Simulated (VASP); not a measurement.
A run of VASP 6.6.1 is set up as follows.

INCAR

```
SYSTEM = K3Br
PREC     = Accurate       ! precision mode
ENCUT    = 520            ! plane-wave cutoff, eV
EDIFF    = 1E-7           ! SCF threshold, eV
ISMEAR   = 0              ! smearing method
SIGMA    = 0.1            ! smearing width, eV
LREAL    = .False.        ! projectors in reciprocal space
LASPH    = .True.         ! aspherical terms in the spheres
NELM     = 60             ! most SCF steps
ALGO     = Normal         ! electronic algorithm
ISIF     = 2              ! what is computed and relaxed
LWAVE    = .False.        ! write WAVECAR
LCHARG   = .False.        ! write CHGCAR
GGA      = PE             ! functional
NBANDS   = 25             ! bands
```

File KPOINTS:

```
regular mesh
0
Gamma
  4 4 4
  0 0 0
```

The input POSCAR:

```
K3Br
1.0
    5.1478838134      0.0000000000      0.0000000000
    0.0000000000      5.1478838134      0.0000000000
    0.0000000000      0.0000000000      5.1478838134
K Br
3 1
Direct
    0.0000000000      0.5000000000      0.5000000000
    0.5000000000      0.0000000000      0.5000000000
    0.5000000000      0.5000000000      0.0000000000
    0.0000000000      0.0000000000      0.0000000000
```

Potentials or basis: VASP PAW PBE potentials, release 64 (K_sv, Br).

Command:

```console
$ cat potpaw_PBE.64/K_sv/POTCAR potpaw_PBE.64/Br/POTCAR > POTCAR
$ mpirun -np 1 vasp_std > vasp.out
```

Problem. Predict the pressure.

Solution. 5.6 GPa.

Problem. Estimate the band gap on the k mesh.

Solution. Zero (bands 17 and 18 overlap by 0.39 eV).

Caveat: the cell stands under pressure.
